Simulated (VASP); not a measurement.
A run of VASP 6.6.1 is set up as follows.

The input INCAR:

```
PREC     = Accurate       # precision mode
ENCUT    = 600            # plane-wave cutoff, eV
EDIFF    = 1E-7           # SCF threshold, eV
ISMEAR   = 0              # smearing method
SIGMA    = 0.2            # smearing width, eV
LREAL    = False          # projectors in reciprocal space
LASPH    = True           # aspherical terms in the spheres
NELM     = 80             # most SCF steps
ALGO     = Normal         # electronic algorithm
ISIF     = 3              # what is computed and relaxed
LWAVE    = False          # write WAVECAR
LCHARG   = False          # write CHGCAR
GGA      = PE             # functional
IBRION   = 2              # ionic algorithm
NSW      = 36             # ionic steps
EDIFFG   = -0.08          # ionic threshold
```

Contents of KPOINTS:

```
Automatic mesh
0
Gamma
  5 5 2
```

Contents of POSCAR:

```
TaSi4W
1.0
    3.3300000000      0.0000000000      0.0000000000
    0.0000000000      3.3300000000      0.0000000000
    0.0000000000      0.0000000000      8.1500000000
Ta Si W
1 4 1
Direct
    0.0000000000      0.0000000000      0.0000000000
    0.5000000000      0.5000000000      0.8350000000
    0.5000000000      0.5000000000      0.1650000000
    0.0000000000      0.0000000000      0.6650000000
    0.0000000000      0.0000000000      0.3350000000
    0.5000000000      0.5000000000      0.5000000000
```

Potentials or basis: VASP PAW PBE potentials, release 64 (Ta_pv, Si, W_sv).

Run with:

```console
$ cat potpaw_PBE.64/Ta_pv/POTCAR potpaw_PBE.64/Si/POTCAR potpaw_PBE.64/W_sv/POTCAR > POTCAR
$ mpirun -np 1 vasp_std > vasp.out
```

(1) What does it give for the relaxed cell?

(2) Estimate the relaxed volume.

(3) What does it give for the band gap on the k mesh?

Answers

(1) a = 3.248 Å, b = 3.248 Å, c = 8.067 Å, α = 90.00°, β = 90.00°, γ = 90.00°.

(2) 14.18 Å³/atom.

(3) zero (an odd number of electrons rules out a gap without spin polarisation).

Caveat: the k points lie up to 0.39 Å⁻¹ apart in the final cell, too coarse for converged energies and pressures of a metal; spin-orbit coupling is left out, which moves the levels of the heavy elements.
